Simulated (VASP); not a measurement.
Input of a VASP 6.6.1 run:

Contents of POSCAR:

```
C
1.0
    2.1071951087      0.0000000000      0.0000000000
   -1.0535975543      1.8248844949      0.0000000000
    0.0000000000      0.0000000000      3.4410496125
C
2
Direct
    0.3333333333      0.6666666667      0.2500000000
    0.6666666667      0.3333333333      0.7500000000
```

Contents of INCAR.step1:

```
SYSTEM = C
ALGO = Normal
EDIFF = 1E-5
EDIFFG = -0.005
ENCUT = 660
GGA = PE
GGA_COMPAT = .FALSE.
IBRION = 2
ISIF = 3
ISMEAR = -1
LASPH = .TRUE.
LCHARG = .FALSE.
LREAL = .FALSE.
LWAVE = .TRUE.
NELM = 120
NELMIN = 4
NSW = 100
PREC = Accurate
SIGMA = 0.1
```

The input INCAR.step2:

```
SYSTEM = C
ALGO = Normal
EDIFF = 1E-7
EDIFFG = -0.01
ENCUT = 660
GGA_COMPAT = .FALSE.
IBRION = 2
ISIF = 3
ISMEAR = -1
ISTART = 1
LASPH = .TRUE.
LCHARG = .FALSE.
LMIXTAU = .TRUE.
LREAL = .FALSE.
LWAVE = .FALSE.
METAGGA = R2SCAN
NELM = 120
NELMIN = 4
NSW = 80
PREC = Accurate
SIGMA = 0.1
```

File KPOINTS:

```
k-points
0
G
  17 17 9
  0 0 0
```

Potentials or basis: VASP PAW PBE potentials, release 64 (C).

Command:

```sh
$ cat potpaw_PBE.64/C/POTCAR > POTCAR
$ cp INCAR.step1 INCAR
$ mpirun -np 1 vasp_std > vasp.out
$ cp INCAR.step2 INCAR
$ mpirun -np 1 vasp_std > vasp.out
```

Q: Estimate the relaxed volume.

A: 6.97 Å³/atom.

Q: What does it give for the relaxed cell?

A: a = 1.710 Å, b = 1.710 Å, c = 5.505 Å, α = 90.00°, β = 90.00°, γ = 120.00°.

Q: Predict the band gap on the k mesh.

A: Zero (band 4 reaches 9.69 eV, above the bottom of band 5 at 7.37 eV).

Final structure:
```yaml
crystal:
  lattice:
    - [1.70994, 0.00000, 0.00000]
    - [-0.85497, 1.48085, 0.00000]
    - [0.00000, 0.00000, 5.50499]
  atoms:
    - { symbol: C, position: [0.33333, 0.66667, 0.25000] }
    - { symbol: C, position: [0.66667, 0.33333, 0.75000] }
```

Caveat: the PAW data sets were made with another functional, which shifts forces and pressure a little.
